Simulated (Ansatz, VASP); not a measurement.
**Two plane-wave programs on Ni**

File INCAR:

```
SYSTEM = Ni
ALGO = Normal
EDIFF = 1E-6
ENCUT = 520
GGA = CA
ISIF = 2
ISMEAR = -1
ISPIN = 2
LASPH = .TRUE.
LCHARG = .FALSE.
LMAXMIX = 4
LORBIT = 11
LREAL = .FALSE.
LWAVE = .FALSE.
MAGMOM = 1
NBANDS = 15
NELM = 150
PREC = Accurate
SIGMA = 0.05
```

The input KPOINTS:

```
k-points
0
G
  17 17 17
  0 0 0
```

File POSCAR:

```
Ni
1.0
   -1.3883273833      1.3883273833      1.3837150000
    1.3883273833     -1.3883273833      1.3837150000
    1.3791026167      1.3791026167     -1.3837150000
Ni
1
Direct
    0.0000000000      0.0000000000      0.0000000000
```

Input for Ansatz:

```yaml
crystal:
  lattice:
    - [-1.3883273833333334, 1.3883273833333334, 1.383715]
    - [1.3883273833333334, -1.3883273833333334, 1.383715]
    - [1.3791026166666667, 1.3791026166666667, -1.383715]
  atoms:
    - { symbol: Ni, position: [0.0, 0.0, 0.0], spin: 1.0 }
basis:
  ecutwfc: 470.0
kpoints:
  mp_grid:
    grid: [17, 17, 17]
hamiltonian:
  xc: lda
  pseudopotentials:
    kind: paw
magnetization:
  spin_polarized: true
scf:
  convergence:
    dr2_threshold: 1.0e-09
  occupations:
    method: fermi_dirac
    width: 0.05
output:
  stress: true
```

Alike in both runs: task single point; functional LDA; k mesh 17 × 17 × 17; occupations fermi-dirac, width 0.05 eV; collinear spin.

```csv
,VASP,Ansatz
version,VASP 6.6.1,Ansatz 0.2.0
potentials or method,"VASP PAW LDA potentials, release 64 (Ni), cutoff 520 eV","plane waves, PAW"
valence electrons in the cell,10,18
```

Ansatz gave:

| Quantity | Value |
| --- | --- |
| pressure (GPa) | -10.7 |
| traceless stress, the component that is largest in VASP (GPa) | 1.01 |
| net moment per atom (μB) | 0.47 |
| size of the moment on the site where the two differ most (μB) | 0.49 |

Task: Which values does VASP return?

Result: Pressure (GPa): -10.9; traceless stress, the component that is largest in VASP (GPa): 1.00; net moment per atom (μB): 0.41; size of the moment on the site where the two differ most (μB): 0.41.

LDA's correlation is that of Perdew and Zunger in VASP and of Perdew and Wang (1992) in Ansatz. Site moments also hang on the region over which each program counts them. VASP's potentials hold 10 valence electrons a cell and Ansatz's 18, so a difference there can come from the potentials and not from the codes. Ansatz's warnings: stress scf threshold loose.
